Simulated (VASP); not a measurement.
A run of VASP 6.6.1 is set up as follows.

The input INCAR:

```
SYSTEM = In2SbO6
PREC     = Accurate       ! precision mode
ENCUT    = 700            ! plane-wave cutoff, eV
EDIFF    = 1E-6           ! SCF threshold, eV
ISMEAR   = -1             ! smearing method
SIGMA    = 0.1            ! smearing width, eV
LREAL    = .FALSE.        ! projectors in reciprocal space
LASPH    = .TRUE.         ! aspherical terms in the spheres
NELM     = 120            ! most SCF steps
ALGO     = Normal         ! electronic algorithm
ISIF     = 2              ! what is computed and relaxed
LWAVE    = .FALSE.        ! write WAVECAR
LCHARG   = .FALSE.        ! write CHGCAR
GGA      = PE             ! functional
NBANDS   = 48             ! bands
GGA_COMPAT= .FALSE.
```

KPOINTS

```
Automatic mesh
0
G
  5 5 4
  0 0 0
```

The input POSCAR:

```
In2SbO6
1.0
    0.0000000000      3.9833640000      0.0000000000
    6.7112440000     -1.9916820000      0.0000000000
    1.2520030000      0.0000000000     -4.9606090000
O Sb In
6 1 2
Direct
    0.3785335714      0.7570671428      0.7846375653
    0.6214664286      0.2429328572      0.2153624347
    0.7385599255      0.4771198511      0.7061402650
    0.2614400745      0.5228801489      0.2938597350
    0.9508338009      0.9016676017      0.3200093888
    0.0491661991      0.0983323983      0.6799906112
    0.5000000000      0.0000000000      0.5000000000
    0.8025014570      0.6050029140      0.2383014872
    0.1974985430      0.3949970860      0.7616985128
```

Potentials or basis: VASP PAW PBE potentials, release 64 (O, Sb_d_GW, In_d).

Launch:

```sh
$ cat potpaw_PBE.64/O/POTCAR potpaw_PBE.64/Sb_d_GW/POTCAR potpaw_PBE.64/In_d/POTCAR > POTCAR
$ mpirun -np 1 vasp_std > vasp.out
```

Predict the band gap on the k mesh.

zero (an odd number of electrons rules out a gap without spin polarisation).

Estimate the largest force.

0.108 eV/Å.

Estimate the pressure.

-6.6 GPa.

Forces in eV/Å, atoms in the order of the input:
```
O   -0.073  0.000 -0.080
O    0.073  0.000  0.080
O    0.016  0.000 -0.018
O   -0.016  0.000  0.018
O    0.036  0.000 -0.006
O   -0.036  0.000  0.006
Sb   0.000  0.000  0.000
In  -0.028  0.000  0.037
In   0.028  0.000 -0.037
```

Caveat: the stress differs along the axes, from -13 to -3 GPa; spin-orbit coupling is left out, which moves the levels of the heavy elements; an odd number of electrons without spin polarisation forces a metal; a magnetic or distorted state may lie lower.
